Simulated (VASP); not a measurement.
A run of VASP 6.6.1 is set up as follows.

The input INCAR:

```
  ALGO = Normal
  EDIFF = 1E-6
  ENCUT = 500
  GGA = CA
  GGA_COMPAT = False
  ISIF = 2
  ISMEAR = 0
  LASPH = True
  LCHARG = False
  LREAL = False
  LWAVE = False
  NBANDS = 11
  NELM = 120
  PREC = Accurate
  SIGMA = 0.01
```

Contents of KPOINTS:

```
k-points
0
Gamma
  4 4 4
```

Contents of POSCAR:

```
BP
1.0
    0.0000000000      2.2683155501      2.2683155501
    2.2683155501      0.0000000000      2.2683155501
    2.2683155501      2.2683155501      0.0000000000
B P
1 1
Direct
    0.0000000000      0.0000000000      0.0000000000
    0.2500000000      0.2500000000      0.2500000000
```

Potentials or basis: VASP PAW LDA potentials, release 64 (B, P).

Command:

```sh
$ cat potpaw_LDA.64/B/POTCAR potpaw_LDA.64/P/POTCAR > POTCAR
$ mpirun -np 1 vasp_std > vasp.out
```

(1) What does it give for the pressure?

(2) Predict the band gap on the k mesh.

Results:

(1) -4.1 GPa.

(2) 1.27 eV, indirect (least direct gap 3.36 eV).

Caveat: the k points lie up to 0.60 Å⁻¹ apart.
